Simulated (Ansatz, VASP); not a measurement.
## Si2W: VASP beside Ansatz

```xyz
6
Lattice="5.4272 0.0000 0.0000 0.0000 5.4272 0.0000 0.0000 0.0000 4.5099" Properties=species:S:1:pos:R:3 pbc="T T T"
Si    4.3217    2.7136    2.2549
Si    1.1056    2.7136    2.2549
Si    2.7136    4.3217    2.2549
Si    2.7136    1.1056    2.2549
W     2.7136    0.0000    0.0000
W     0.0000    2.7136    0.0000
```

Alike in both runs: task relaxation of cell and atoms; functional PBE; k mesh 8 × 8 × 8; occupations gaussian, width 0.1 eV; no spin polarisation.

|  | VASP | Ansatz |
| --- | --- | --- |
| version | VASP 6.6.1 | Ansatz 0.2.0 |
| potentials or method | VASP PAW PBE potentials, release 64 (Si, W_sv), cutoff 600 eV | scalar-relativistic, plane waves, PAW |
| valence electrons in the cell | 44 | 44 |

```tsv
	VASP	Ansatz	Ansatz less VASP
gap on the k mesh at the Fermi level, each at its own relaxed structure (eV)	none	none	-
relaxed volume (Å³/atom)	22.23	22.25	+0.019
relaxed cell length with the largest relative difference (Å)	5.428	5.430	+0.0025
```

A gap of «none» marks a metal or a gap that the smearing closes.

Neither program's run includes spin-orbit coupling.
